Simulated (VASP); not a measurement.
# MoS2 (R3m) in VASP: further runs

Runs on MoS2. Level: PBE. Tasks: single point.

All numbers are computed with VASP 6.6.1; they aren't measurements. Logs are shortened: lines on timing, memory, paths and dates and some standing lists are left out, and cuts for length are marked.

### 1 The cell of the first run

Symmetry: R3m, No. 160, trigonal system. The conventional cell has a = 3.143 Å, b = 3.143 Å, c = 18.675 Å, α = 90.00°, β = 90.00°, γ = 120.00°. Within 3.2 Å of Mo (site symmetry 3m) lie 6 S at 2.40 Å and 6 Mo at 3.14 Å. S (site symmetry 3m) has 3 Mo at 2.40 Å and 7 S at 3.13 to 3.14 Å within 3.2 Å. Within 3.2 Å of S (site symmetry 3m) lie 3 Mo at 2.40 Å and 7 S at 3.13 to 3.14 Å.

### 2 Single point, PBE (epitaxial xy strain -1.0%)

Input file INCAR:

```
ALGO     = Normal         # electronic algorithm
EDIFF    = 1E-6           # SCF threshold, eV
ENCUT    = 520            # plane-wave cutoff, eV
GGA      = PE             # functional
ISIF     = 2              # what is computed and relaxed
ISMEAR   = -1             # smearing method
LASPH    = T              # aspherical terms in the spheres
LCHARG   = T              # write CHGCAR
LELF     = T              # ELF
LREAL    = F              # projectors in reciprocal space
LVHAR    = T            
LWAVE    = F              # write WAVECAR
NBANDS   = 20             # bands
NELM     = 100            # most SCF steps
PREC     = Accurate       # precision mode
SIGMA    = 0.02           # smearing width, eV
```

Input file KPOINTS:

```
k-points
0
Gamma
  10 10 10
```

Input file POSCAR:

```
MoS2
1.0
    1.5717148251      0.9074299773      6.2249093855
   -1.5717148251      0.9074299773      6.2249093855
    0.0000000000     -1.8148599547      6.2249093855
Mo S
1 2
Direct
   -0.0000154089     -0.0000154089     -0.0000154089
    0.4171388850      0.4171388850      0.4171388850
    0.2495431906      0.2495431906      0.2495431906
```

Potentials or basis: VASP PAW PBE potentials, release 64 (Mo_sv, S).

Launch:

```
$ cat potpaw_PBE.64/Mo_sv/POTCAR potpaw_PBE.64/S/POTCAR > POTCAR
$ mpirun -np 1 vasp_std > vasp.out
```

OUTCAR:

```text
EDIFF = 1E-6
   ENCUT = 520
   GGA = PE
   ISIF = 2
   ISMEAR = -1
   LASPH = T
   LREAL = F
   NELM = 100
   PREC = Accurate

 ion  position               nearest neighbor table
   1  1.000  1.000  1.000-   3 2.40   3 2.40   3 2.40   2 2.40   2 2.40   2 2.40
   2  0.417  0.417  0.417-   1 2.40   1 2.40   1 2.40
   3  0.250  0.250  0.250-   1 2.40   1 2.40   1 2.40

  LATTYP: Found a trigonal (rhomboedric) cell.
 ALAT       =     6.4840738362
 COS(alpha) =     0.8824881694

  Lattice vectors:

 A1 = (   1.5717148251,   0.9074299773,   6.2249093855)
 A2 = (  -1.5717148251,   0.9074299773,   6.2249093855)
 A3 = (   0.0000000000,  -1.8148599547,   6.2249093855)

Analysis of symmetry for initial positions (statically):
=====================================================================
 Subroutine PRICEL returns:
 Original cell was already a primitive cell.

 Routine SETGRP: Setting up the symmetry group for a
 trigonal (rhombohedral) supercell.

 Subroutine GETGRP returns: Found  6 space group operations
 (whereof  6 operations were pure point group operations)
 out of a pool of 12 trial point group operations.

The static configuration has the point symmetry C_3v.

Analysis of symmetry for dynamics (positions and initial velocities):
=====================================================================
 Subroutine PRICEL returns:
 Original cell was already a primitive cell.

 Routine SETGRP: Setting up the symmetry group for a
 trigonal (rhombohedral) supercell.

 Subroutine GETGRP returns: Found  6 space group operations
 (whereof  6 operations were pure point group operations)
 out of a pool of 12 trial point group operations.

The dynamic configuration has the point symmetry C_3v.

 Subroutine INISYM returns: Found  6 space group operations
 (whereof  6 operations are pure point group operations),
 and found     1 'primitive' translations

----------------------------------------------------------------------------------------

                                     Primitive cell

  volume of cell :      53.2686

  direct lattice vectors                    reciprocal lattice vectors
     1.571714825  0.907429977  6.224909386     0.318123868  0.183668901  0.053548303
    -1.571714825  0.907429977  6.224909386    -0.318123868  0.183668901  0.053548303
     0.000000000 -1.814859955  6.224909386     0.000000000 -0.367337802  0.053548303

  length of vectors
     6.484073836  6.484073836  6.484073836     0.371220260  0.371220260  0.371220260

  position of ions in fractional coordinates (direct lattice)
     0.999984591  0.999984591  0.999984591
     0.417138885  0.417138885  0.417138885
     0.249543191  0.249543191  0.249543191

  ion indices of the primitive-cell ions
   primitive index   ion index
                 1           1
                 2           2
                 3           3

----------------------------------------------------------------------------------------

 KPOINTS: k-points

Automatic generation of k-mesh.
 Grid dimensions read from file:
 generate k-points for:   10   10   10

 Generating k-lattice:

  Cartesian coordinates                     Fractional coordinates (reciprocal lattice)
     0.031812387  0.018366890  0.005354830     0.100000000  0.000000000  0.000000000
    -0.031812387  0.018366890  0.005354830     0.000000000  0.100000000  0.000000000
     0.000000000 -0.036733780  0.005354830     0.000000000  0.000000000  0.100000000

  Length of vectors
     0.037122026  0.037122026  0.037122026

  Shift w.r.t. Gamma in fractional coordinates (k-lattice)
     0.000000000  0.000000000  0.000000000

 Subroutine IBZKPT returns following result:
 ===========================================

 Found    116 irreducible k-points:

 Following reciprocal coordinates:
            Coordinates               Weight
  0.000000  0.000000  0.000000      1.000000
  0.100000  0.000000  0.000000      6.000000
  0.200000  0.000000  0.000000      6.000000
  0.300000 -0.000000  0.000000      6.000000
  0.400000 -0.000000  0.000000      6.000000
  0.500000  0.000000  0.000000      3.000000
[... 16 lines left out ...]
  0.300000  0.300000  0.000000      6.000000
  0.400000  0.300000  0.000000     12.000000
 [... further k-points ...]
   k-points           NKPTS =    116   k-points in BZ     NKDIM =    116   number of bands    NBANDS=     20
   number of dos      NEDOS =    301   number of ions     NIONS =      3
   total plane-waves  NPLWV = 110592
   dimension x,y,z NGX =    48 NGY =   48 NGZ =   48
   dimension x,y,z NGXF=    96 NGYF=   96 NGZF=   96
   ions per type =               1   2
   NGX,Y,Z   is equivalent  to a cutoff of  12.31, 12.31, 12.31 a.u.
   NGXF,Y,Z  is equivalent  to a cutoff of  24.61, 24.61, 24.61 a.u.
 SYSTEM =  unknown system
   PREC   = accura    normal or accurate (medium, high low for compatibility)
   ISTART =      0    job   : 0-new  1-cont  2-samecut
   ICHARG =      2    charge: 1-file 2-atom 10-const
   ISPIN  =      1    spin polarized calculation?
   LNONCOLLINEAR =      F non collinear calculations
   LSORBIT =      F    spin-orbit coupling
   LASPH  =      T    aspherical Exc in radial PAW
   ENCUT  =  520.0 eV  38.22 Ry    6.18 a.u.  12.06 12.06 12.06*2*pi/ulx,y,z
   NELM   =    100;   NELMIN=  2; NELMDL= -5     # of ELM steps
   EDIFF  = 0.1E-05   stopping-criterion for ELM
   LREAL  =      F    real-space projection
   EDIFFG = 0.1E-04   stopping-criterion for IOM
   NSW    =      0    number of steps for IOM
   IBRION =     -1    ionic relax: 0-MD 1-quasi-New 2-CG
   NFREE  =      0    steps in history (QN), initial steepest desc. (CG)
   ISIF   =      2    stress and relaxation
   ISYM   =      2    0-nonsym 1-usesym 2-fastsym
   POTIM  = 0.5000    time-step for ionic-motion
   TEBEG  =    0.0;   TEEND  =   0.0 temperature during run
   PSTRESS=    0.0 pullay stress
   NELECT =      26.0000    total number of electrons
   NUPDOWN=      -1.0000    fix difference up-down
   EMIN   =  10.00;   EMAX   =-10.00  energy-range for DOS
   EFERMI =   0.00;   METHOD = LEGACY
   ISMEAR =    -1;   SIGMA  =   0.02  broadening in eV -4-tet -1-fermi 0-gaus
   EFERMI_NEDOS =   21; number of points for ismear=-14 and -15
   IALGO  =     38    algorithm
   IMIX   =      4    mixing-type and parameters
     AMIX     =   0.40;   BMIX     =  1.00
     AMIX_MAG =   1.60;   BMIX_MAG =  1.00
  volume/ion in A,a.u.               =      17.76       119.82
  Fermi-wavevector in a.u.,A,eV,Ry     =   1.288968  2.435797 22.605253  1.661439
  Thomas-Fermi vector in A             =   2.420890
   LORBIT       =      0    0 simple, 1 ext, 2 COOP (PROOUT), +10 PAW based schemes
   GGA     = PE    functional components
   LHFCALC =     F    Hartree Fock is set to
   AEXX    =    0.0000 exact exchange contribution
   IVDW    =     0    specifies the selected vdW correction
   LEPSILON=     F    determine dielectric tensor
   LRPA    =     F    only Hartree local field effects (RPA)
 non-spin polarized calculation
  energy-cutoff  :      520.00
  volume of cell :       53.27
 maximum number of plane-waves:      1448
   NGX = 25   NGY = 25   NGZ = 25

 number of electron      25.9999999 magnetization

 Free energy of the ion-electron system (eV)
  ---------------------------------------------------
  ext. energy  EPLUGINS =         0.00000000
  ---------------------------------------------------
  free energy    TOTEN  =       -21.79737152 eV

  energy without entropy =      -21.79737152  energy(sigma->0) =      -21.79737152

 E-fermi :   7.9954     XC(G=0): -10.8220

 val. band max:        7.4939277265   @ k =   0.5000   0.5000   0.5000
 cond. band min:       8.5225729188   @ k =  -0.2000   0.2000   0.0000
 fundamental gap:      1.0286451923
 Fermi energy:         7.9953651359

 k-point     1 :       0.0000    0.0000    0.0000
  band No.  band energies     occupation
      1     -53.9243      2.00000
      2     -28.0952      2.00000
      3     -27.8428      2.00000
      4     -27.8428      2.00000
      5      -7.4610      2.00000
      6      -5.8291      2.00000
[... 12 lines left out ...]
     19      15.8470      0.00000
     20      16.0355      0.00000

 k-point     2 :       0.1000    0.0000    0.0000
  band No.  band energies     occupation
      1     -53.9201      2.00000
      2     -28.0870      2.00000
      3     -27.8842      2.00000
      4     -27.8522      2.00000
      5      -7.3032      2.00000
      6      -5.7764      2.00000
[... 12 lines left out ...]
     19      16.1007      0.00000
     20      16.4958      0.00000

 k-point     3 :       0.2000    0.0000    0.0000
  band No.  band energies     occupation
      1     -53.9090      2.00000
      2     -28.0656      2.00000
      3     -27.9914      2.00000
      4     -27.8767      2.00000
      5      -6.8633      2.00000
      6      -5.6292      2.00000
[... 12 lines left out ...]
     19      16.3267      0.00000
     20      16.7238      0.00000

 k-point     4 :       0.3000   -0.0000    0.0000
  band No.  band energies     occupation
      1     -53.8954      2.00000
      2     -28.1215      2.00000
      3     -28.0390      2.00000
      4     -27.9068      2.00000
      5      -6.2461      2.00000
      6      -5.4263      2.00000
[... 12 lines left out ...]
     19      15.4349      0.00000
     20      15.8243      0.00000

 k-point     5 :       0.4000   -0.0000    0.0000
  band No.  band energies     occupation
      1     -53.8843      2.00000
      2     -28.2249      2.00000
      3     -28.0174      2.00000
      4     -27.9310      2.00000
      5      -5.6528      2.00000
      6      -5.2423      2.00000
[... 12 lines left out ...]
     19      14.6059      0.00000
     20      15.1073      0.00000

 k-point     6 :       0.5000    0.0000    0.0000
  band No.  band energies     occupation
      1     -53.8800      2.00000
      2     -28.2640      2.00000
      3     -28.0092      2.00000
      4     -27.9402      2.00000
      5      -5.3881      2.00000
      6      -5.1703      2.00000
[... 12 lines left out ...]
     19      14.4430      0.00000
     20      15.0200      0.00000

 k-point     7 :       0.1000    0.1000    0.0000
  band No.  band energies     occupation
      1     -53.9201      2.00000
      2     -28.0870      2.00000
      3     -27.8842      2.00000
      4     -27.8522      2.00000
      5      -7.2971      2.00000
      6      -5.7874      2.00000
[... 12 lines left out ...]
     19      16.1291      0.00000
     20      16.5139      0.00000
[... 277 lines left out ...]
 k-point    20 :      -0.4000    0.2000    0.0000
  band No.  band energies     occupation
      1     -53.8766      2.00000
      2     -28.2156      2.00000
      3     -28.0310      2.00000
      4     -28.0026      2.00000
      5      -5.1971      2.00000
      6      -5.0809      2.00000
[... 12 lines left out ...]
     19      16.1210      0.00000
     20      16.5942      0.00000

 k-point    21 :      -0.3000    0.2000    0.0000
  band No.  band energies     occupation
      1     -53.8800      2.00000
      2     -28.1969      2.00000
      3     -28.0101      2.00000
      4     -28.0092      2.00000
      5      -5.4306      2.00000
      6      -5.1342      2.00000
[... 12 lines left out ...]
     19      15.6915      0.00000
     20      16.6496      0.00000

 k-point    22 :      -0.2000    0.2000    0.0000
  band No.  band energies     occupation
      1     -53.8890      2.00000
      2     -28.1434      2.00000
      3     -28.0267      2.00000
      4     -27.9596      2.00000
      5      -5.9434      2.00000
      6      -5.2964      2.00000
[... 12 lines left out ...]
     19      15.7953      0.00000
     20      16.6041      0.00000

 k-point    23 :       0.3000    0.3000    0.0000
  band No.  band energies     occupation
      1     -53.8954      2.00000
      2     -28.1215      2.00000
      3     -28.0391      2.00000
      4     -27.9068      2.00000
      5      -6.2009      2.00000
      6      -5.4887      2.00000
[... 12 lines left out ...]
     19      15.4925      0.00000
     20      16.2237      0.00000

 k-point    24 :       0.4000    0.3000    0.0000
  band No.  band energies     occupation
      1     -53.8877      2.00000
      2     -28.1759      2.00000
      3     -28.0242      2.00000
      4     -27.9415      2.00000
      5      -5.8026      2.00000
      6      -5.3605      2.00000
[... 12 lines left out ...]
     19      15.2502      0.00000
     20      16.2035      0.00000

 [... further k-points ...]
[... 5 lines left out ...]
  --------------------------------------------------------------------------------------
  -------------------------------------------------------------------------------------
  Total        1.5541474      1.5541474      1.1063606      0.0000000     -0.0000000     -0.0000000
  in kB       46.7446196     46.7446196     33.2763830      0.0000000     -0.0000000     -0.0000000
  external PRESSURE =      42.2552074 kB  Pullay stress =       0.0000000 kB

 VOLUME and BASIS-vectors are now :
 -----------------------------------------------------------------------------
  energy-cutoff  :      520.00
  volume of cell :       53.27
      direct lattice vectors                 reciprocal lattice vectors
     1.571714825  0.907429977  6.224909386     0.318123868  0.183668901  0.053548303
    -1.571714825  0.907429977  6.224909386    -0.318123868  0.183668901  0.053548303
     0.000000000 -1.814859955  6.224909386     0.000000000 -0.367337802  0.053548303

 POSITION                                       TOTAL-FORCE (eV/Angst)
 -----------------------------------------------------------------------------------
      0.00000     -0.00000     18.67444         0.000000     -0.000000      0.001944
      0.00000     -0.00000      7.78996         0.000000     -0.000000      0.104336
      0.00000     -0.00000      4.66015         0.000000      0.000000     -0.106280
 -----------------------------------------------------------------------------------
    total drift:                               -0.000000     -0.000000      0.000024

  FREE ENERGIE OF THE ION-ELECTRON SYSTEM (eV)
  ---------------------------------------------------
  free  energy   TOTEN  =       -21.7973715201 eV

  energy  without entropy=      -21.7973715201  energy(sigma->0) =      -21.79737152
```

It took 10 min on 1 thread of Intel Xeon 8259CL, shared host; peak memory 0.39 GiB.

What came out:

```
Free energy            : -21.7974 eV
Pressure               : 4.2 GPa
Largest force          : 0.106 eV/Å
Band gap on the k mesh : 1.03 eV (least direct gap 2.02 eV)
```

Forces on the atoms (eV/Å):
```
Mo   0.000  0.000  0.002
S    0.000  0.000  0.104
S    0.000  0.000 -0.106
```

Stress tensor (GPa, compression positive):
```
4.67 0.00 0.00
0.00 4.67 0.00
0.00 0.00 3.33
```

Caveat: the cell differs from its parent crystal (epitaxial xy strain -1.0%); the cell stands under pressure. A k mesh can miss the band edges.

### 3 Single point, PBE

This run uses another cell than the first one, of 18.03 Å³/atom.

Input file INCAR:

```
SYSTEM = MoS2
  PREC = Accurate
  ENCUT = 520
  EDIFF = 1E-6
  ISMEAR = -1
  SIGMA = 0.02
  LREAL = .False.
  LASPH = .True.
  NELM = 100
  ALGO = Normal
  ISIF = 2
  LWAVE = .False.
  LCHARG = .False.
  GGA = PE
  NBANDS = 20
```

Input file KPOINTS:

```
Automatic mesh
0
Gamma
  10 10 10
  0 0 0
```

Input file POSCAR:

```
MoS2
1.0
    1.5875907324      0.9165959367      6.1939396871
   -1.5875907324      0.9165959367      6.1939396871
    0.0000000000     -1.8331918734      6.1939396871
Mo S
1 2
Direct
   -0.0000146007     -0.0000146007     -0.0000146007
    0.4170015113      0.4170015113      0.4170015113
    0.2496797561      0.2496797561      0.2496797561
```

Potentials or basis: VASP PAW PBE potentials, release 64 (Mo_sv, S).

Launch:

```
$ cat potpaw_PBE.64/Mo_sv/POTCAR potpaw_PBE.64/S/POTCAR > POTCAR
$ mpirun -np 1 vasp_std > vasp.out
```

Wall time 12 min (1 thread of Intel Xeon 8259CL, shared host); peak memory 0.38 GiB.

Results (log left out):

```
Free energy            : -21.8135 eV
Pressure               : 2.3 GPa
Largest force          : 0.097 eV/Å
Band gap on the k mesh : 0.99 eV (least direct gap 1.93 eV)
```

Forces on the atoms (eV/Å):
```
Mo   0.000  0.000  0.001
S    0.000  0.000  0.096
S    0.000  0.000 -0.097
```

Stress tensor (GPa, compression positive):
```
1.82 0.00 0.00
0.00 1.82 0.00
0.00 0.00 3.15
```

Levels at points of the mesh, in eV from the valence-band top:
```tsv
k point	band 9	band 10	band 11	band 12	band 13	band 14	band 15	band 16	band 17	band 18
(0.00, 0.00, 0.00)	-3.33	-2.24	-2.24	-1.25	-1.12	2.04	2.04	2.41	2.41	5.49
(0.50, 0.00, 0.00)	-4.95	-3.93	-2.33	-1.60	-1.42	1.60	2.02	3.46	3.47	5.30
(0.50, 0.50, 0.00)	-4.66	-3.86	-2.87	-1.78	-1.26	1.56	2.14	3.02	3.86	6.02
(0.50, 0.50, 0.50)	-3.35	-3.35	-2.21	-2.21	0.00	2.13	2.13	2.29	2.29	5.62
```

A k mesh can miss the band edges.
